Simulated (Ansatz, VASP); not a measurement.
## SrCl2: VASP beside Ansatz

Contents of INCAR:

```
PREC = Accurate ; ENCUT = 520
EDIFF = 1E-7 ; ISMEAR = -1
SIGMA = 0.02 ; LREAL = False
LASPH = True ; NELM = 100
ALGO = Normal ; ISIF = 2
LWAVE = False ; LCHARG = True
GGA = PE ; LELF = True
LVHAR = True ; NBANDS = 19
```

Contents of KPOINTS:

```
Automatic mesh
0
Gamma
  6 6 6
```

POSCAR

```
SrCl2
1.0
    0.0000000000      3.5567663891      3.5567663891
    3.5567663891      0.0000000000      3.5567663891
    3.5567663891      3.5567663891      0.0000000000
Sr Cl
1 2
Direct
    0.0000000000      0.0000000000      0.0000000000
    0.2500000000      0.2500000000      0.2500000000
    0.7500000000      0.7500000000      0.7500000000
```

Input for Ansatz:

```yaml
crystal:
  lattice:
    - [0.0, 3.556766389096538, 3.556766389096538]
    - [3.556766389096538, 0.0, 3.556766389096538]
    - [3.556766389096538, 3.556766389096538, 0.0]
  atoms:
    - { symbol: Sr, position: [0.0, 0.0, 0.0] }
    - { symbol: Cl, position: [0.25, 0.25, 0.25] }
    - { symbol: Cl, position: [0.75, 0.75, 0.75] }
basis:
  ecutwfc: 500.0
kpoints:
  mp_grid:
    grid: [6, 6, 6]
scf:
  convergence:
    dr2_threshold: 1.0e-10
  occupations:
    method: fermi_dirac
    width: 0.02
output:
  stress: true
```

Alike in both runs: task single point; functional PBE; k mesh 6 × 6 × 6; occupations fermi-dirac, width 0.02 eV; no spin polarisation.

```csv
,VASP,Ansatz
version,VASP 6.6.1,Ansatz 0.2.0
potentials or method,"VASP PAW PBE potentials, release 64 (Sr_sv, Cl), cutoff 520 eV","plane waves, PAW"
valence electrons in the cell,24,24
```

Ansatz gave:

* pressure (GPa): -1.0

Q: Which values does VASP return?

A: Pressure (GPa): -0.9.
